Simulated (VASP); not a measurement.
# Na4Li7S2Cl7 in VASP: a series of runs, part 2 of 2

VASP 6.6.1. The steps go on from the part before.

### Step 4. Single point, PBE+D3(BJ)

INCAR

```
SYSTEM = Na4Li7S2Cl7
  PREC = Accurate
  ENCUT = 650
  EDIFF = 1E-6
  ISMEAR = -1
  SIGMA = 0.112
  LREAL = Auto
  LASPH = .TRUE.
  NELM = 120
  ALGO = Normal
  ISIF = 2
  LWAVE = .FALSE.
  LCHARG = .FALSE.
  GGA = PE
  IVDW = 12
  ISYM = -1
  NBANDS = 71
  GGA_COMPAT = .FALSE.
```

KPOINTS

```
explicit points
1
Reciprocal
  0.25000000   0.25000000   0.25000000 1
```

POSCAR

```
Na4Li7S2Cl7
1.0
    7.4728680000      0.0415700000     -0.1084870000
    0.0415700000      7.3694800000     -0.0643420000
   -0.1084870000     -0.0643420000      7.5562280000
Na S Li Cl
4 2 7 7
Direct
    0.6800046642      0.4850888632      0.5220924056
   -0.0671204527      0.9838463822      0.7001964403
    0.5508383391      0.7563221051      0.8836681577
    0.9061158659      0.0345080044      0.0607423580
    0.5454515452      0.5318416609      0.1598629843
    0.0945731279      0.3408440000      0.1767344156
    0.9498414787      0.2129458992      0.4007406629
    0.3968421240      0.7995645714      0.2721681764
    0.2806891881      0.4778916196      0.3912838033
    0.8344212466      0.5371678500      0.1153308650
    0.3494275522      0.1909907455      0.1744767460
    0.1734940657      0.5492589310     -0.0672988866
    0.3168886743      0.0968074718      0.7988839257
    0.8656435689      0.7010694830      0.8264638503
    0.6103949736      0.1607288293      0.8823321019
   -0.0136156038      0.3161288504      0.6772596389
    0.6675366500      0.0748515186      0.3839524357
    0.2291545992      0.9239789713      0.0240201791
    0.3728795554      0.5362202822      0.6856524273
    0.2324659750      0.9288992524      0.4783512054
```

The run is started by

```
$ cat potpaw_PBE.64/Na_pv/POTCAR potpaw_PBE.64/S/POTCAR potpaw_PBE.64/Li_sv/POTCAR potpaw_PBE.64/Cl/POTCAR > POTCAR
$ mpirun -np 1 vasp_std > vasp.out
```

Run time: 68 s. Hardware: 1 thread of AMD EPYC 9R45 (Zen 5), shared host; peak memory 0.51 GiB.

The run converged. Its results:

```yaml
Free_energy: -71.9644 eV
Pressure: 0.4 GPa
Largest_force: 1.679 eV/Å
Dispersion_energy_per_atom: -0.203 eV
```

Forces in eV/Å, atoms in the order of the input:
```
Na   0.044 -0.206 -0.018
Na  -0.165  0.340 -1.017
Na  -0.590  0.385  0.275
Na  -0.676  0.340  0.542
S   -0.938  0.409  1.331
S   -0.840  1.013 -0.244
Li   0.083 -0.156 -0.039
Li   0.605 -0.032 -0.131
Li   0.045  0.102 -0.004
Li   0.353 -0.414 -0.243
Li   1.028  0.012 -0.030
Li   0.095 -0.290 -0.045
Li   0.299  0.466 -0.680
Cl   0.552 -0.672  0.595
Cl  -0.243 -0.754 -0.047
Cl   0.390  0.003  0.047
Cl   0.306 -0.173 -0.213
Cl   0.281 -0.534 -0.337
Cl  -0.122 -0.221 -0.248
Cl  -0.506  0.380  0.508
```

Stress tensor (GPa, compression positive):
```
 0.31  0.17 -0.98
 0.17  1.04  0.13
-0.98  0.13 -0.19
```

Levels at points of the mesh, in eV from the Fermi level:
```
           k point  band 51  band 52  band 53  band 54  band 55  band 56  band 57  band 58  band 59  band 60
(0.25, 0.25, 0.25)    -3.05    -2.81    -2.25    -2.14    -1.89     1.87     2.50     2.67     3.04     3.33
```

Caveat: the atoms stand as in a frame of molecular dynamics.

### Step 5. Single point, PBE+D3(BJ)

INCAR

```
SYSTEM = Na4Li7S2Cl7
PREC     = Accurate       ! precision mode
ENCUT    = 650            ! plane-wave cutoff, eV
EDIFF    = 1E-6           ! SCF threshold, eV
ISMEAR   = -1             ! smearing method
SIGMA    = 0.112          ! smearing width, eV
LREAL    = Auto         
LASPH    = .TRUE.         ! aspherical terms in the spheres
NELM     = 120            ! most SCF steps
ALGO     = Normal         ! electronic algorithm
ISIF     = 2              ! what is computed and relaxed
LWAVE    = .FALSE.        ! write WAVECAR
LCHARG   = .FALSE.        ! write CHGCAR
GGA      = PE             ! functional
IVDW     = 12             ! dispersion correction
NBANDS   = 71             ! bands
ISYM     = -1           
GGA_COMPAT= .FALSE.
```

KPOINTS is that of step 4.

POSCAR

```
Na4Li7S2Cl7
1.0
    7.4728680000      0.0415700000     -0.1084870000
    0.0415700000      7.3694800000     -0.0643420000
   -0.1084870000     -0.0643420000      7.5562280000
Na S Li Cl
4 2 7 7
Direct
    0.7034100878      0.4770856353      0.5317336235
   -0.0928995686      0.9528494421      0.6200626613
    0.4655188824      0.7710065366      0.9425083321
    0.8552066505      0.1044192013      0.0771992778
    0.5485224187      0.5560699154      0.1872524495
    0.0777647827      0.3589280072      0.1385013282
    0.9725859545      0.2259193311      0.3590561367
    0.3816518287      0.8790942716      0.2627198313
    0.2790562091      0.4384538746      0.3665945456
    0.8198504437      0.5134759852      0.1245249861
    0.4273489044      0.2969783365      0.0709148772
    0.1649191268      0.4868672346     -0.1941805365
    0.2985055616      0.1545536805      0.6125568559
    0.7846973059      0.6605927146      0.8012132923
    0.5703847425      0.1424140052      0.8293347595
    0.0030646467      0.2706379177      0.6472307161
    0.6887174766      0.0974670478      0.3807690977
    0.1682854643      0.9187638948      0.0934035992
    0.4114090419      0.5074365554      0.6536138157
    0.2588853607      0.8963579005      0.5003339174
```

Potentials or basis: VASP PAW PBE potentials, release 64 (Na_pv, S, Li_sv, Cl).

The run is started by

```
$ cat potpaw_PBE.64/Na_pv/POTCAR potpaw_PBE.64/S/POTCAR potpaw_PBE.64/Li_sv/POTCAR potpaw_PBE.64/Cl/POTCAR > POTCAR
$ mpirun -np 1 vasp_std > vasp.out
```

OUTCAR:

```text
SYSTEM = Na4Li7S2Cl7
   PREC = Accurate
   ENCUT = 650
   EDIFF = 1E-6
   ISMEAR = -1
   LREAL = Auto
   LASPH = .TRUE.
   NELM = 120
   ISIF = 2
   GGA = PE
   IVDW = 12
   ISYM = -1
 IVDW          = 12

 ion  position               nearest neighbor table
   1  0.703  0.477  0.532-  19 2.40  14 2.49
   2  0.907  0.953  0.620-  16 2.46  17 2.63
   3  0.466  0.771  0.943-   5 2.52   8 2.63
   4  0.855  0.104  0.077-   7 2.44   6 2.55  17 2.64  18 2.70
   5  0.549  0.556  0.187-  10 2.11  11 2.27   3 2.52   9 2.62
[... 242 lines left out ...]
  -------------------------------------------------------------------------------------
  Total       2.92655     7.11611     8.30059     0.51821     1.22982     0.67836
  in kB      11.27129    27.40691    31.96881     1.99582     4.73652     2.61263
  external pressure =       23.55 kB  Pullay stress =        0.00 kB

 VOLUME and BASIS-vectors are now :
 -----------------------------------------------------------------------------
  energy-cutoff  :      650.00
  volume of cell :      416.00
      direct lattice vectors                 reciprocal lattice vectors
     7.472868000  0.041570000 -0.108487000     0.133849345 -0.000738298  0.001915428
     0.041570000  7.369480000 -0.064342000    -0.000738298  0.135708946  0.001144975
    -0.108487000 -0.064342000  7.556228000     0.001915428  0.001144975  0.132378413

 POSITION                                       TOTAL-FORCE (eV/Angst)
 -----------------------------------------------------------------------------------
      5.21864      3.51090      3.91089         0.358902     -0.299777     -0.703219
      6.75098      7.01982      4.52562        -0.333932     -1.051651      0.327010
      3.40856      5.64063      7.02170         0.089361      0.331103     -1.048963
      6.38681      0.80010      0.48384        -0.441807     -0.728136     -0.993788
      4.10184      4.10870      1.31964        -0.955950      0.017869      1.397719
      0.58102      2.63943      1.01502         1.102635      0.918713     -0.366926
[... 12 lines left out ...]
      3.02459      3.71459      4.86157        -1.577968     -0.352272      0.062520
      1.91760      6.58426      3.69488        -0.892689     -0.310213      1.247805
 -----------------------------------------------------------------------------------
    total drift:                               -0.010069     -0.001345      0.005121

  FREE ENERGIE OF THE ION-ELECTRON SYSTEM (eV)
  ---------------------------------------------------
  free  energy   TOTEN  =       -71.0315230944 eV

  energy  without entropy=      -71.0315227134  energy(sigma->0) =      -71.03152290
```

stdout:

```text
POSCAR found type information on POSCAR NaS LiCl
 POSCAR found :  4 types and      20 ions
 scaLAPACK will be used
 LDA part: xc-table for (Slater+PW92), standard interpolation
 POSCAR, INCAR and KPOINTS ok, starting setup
 FFT: planning ... GRIDC
 FFT: planning ... GRID_SOFT
 FFT: planning ... GRID
 WAVECAR not read
 entering main loop
```

Wall time 62 s (1 thread of AMD EPYC 9R45 (Zen 5), shared host); peak memory 0.52 GiB.

What came out:

| Property | Result |
| --- | --- |
| Free energy | -71.0315 eV |
| Pressure | 2.4 GPa |
| Largest force | 1.693 eV/Å |
| Dispersion energy per atom | -0.203 eV |

Forces on the atoms (eV/Å):
```
Na   0.359 -0.300 -0.703
Na  -0.334 -1.052  0.327
Na   0.089  0.331 -1.049
Na  -0.442 -0.728 -0.994
S   -0.956  0.018  1.398
S    1.103  0.919 -0.367
Li  -0.117 -0.354  0.517
Li   1.371 -0.631  0.208
Li   0.412  0.971 -0.331
Li   0.591  0.495 -0.770
Li  -0.177 -0.103 -0.314
Li  -0.694  0.080  0.660
Li   0.676  0.530  0.809
Cl   1.031  0.677  0.346
Cl  -0.126 -0.477  0.593
Cl   0.607  0.641  0.320
Cl  -0.266 -0.133 -0.497
Cl  -0.657 -0.221 -1.464
Cl  -1.578 -0.352  0.063
Cl  -0.893 -0.310  1.248
```

Levels at points of the mesh, in eV from the Fermi level:
```
           k point  band 52  band 53  band 54  band 55  band 56  band 57  band 58  band 59
(0.25, 0.25, 0.25)    -2.45    -2.22    -2.05    -1.93     1.89     2.33     2.84     3.04
```

Caveat: the atoms stand as in a frame of molecular dynamics.

### Step 6. The runs side by side

| cell | smearing | pressure (GPa) | largest force (eV/Å) |
| --- | --- | --- | --- |
| as given, atomic positions A | fermi-dirac 0.1551 eV | 1.6 | 1.86 |
| as given, atomic positions B | fermi-dirac 0.112 eV | 1.0 | 1.93 |
| as given, atomic positions C | fermi-dirac 0.112 eV | 0.4 | 1.68 |
| as given, atomic positions D | fermi-dirac 0.112 eV | 2.4 | 1.69 |

Alike in all rows: task single point; level PBE+D3(BJ); potentials or basis VASP PAW PBE potentials, release 64 (Na_pv, S, Li_sv, Cl); no spin polarisation; k mesh 1 × 1 × 1, shifted; cutoff (eV) 650.

Caveats: the atoms stand as in a frame of molecular dynamics.

Absolute energies hang on the potentials; compare differences alone.
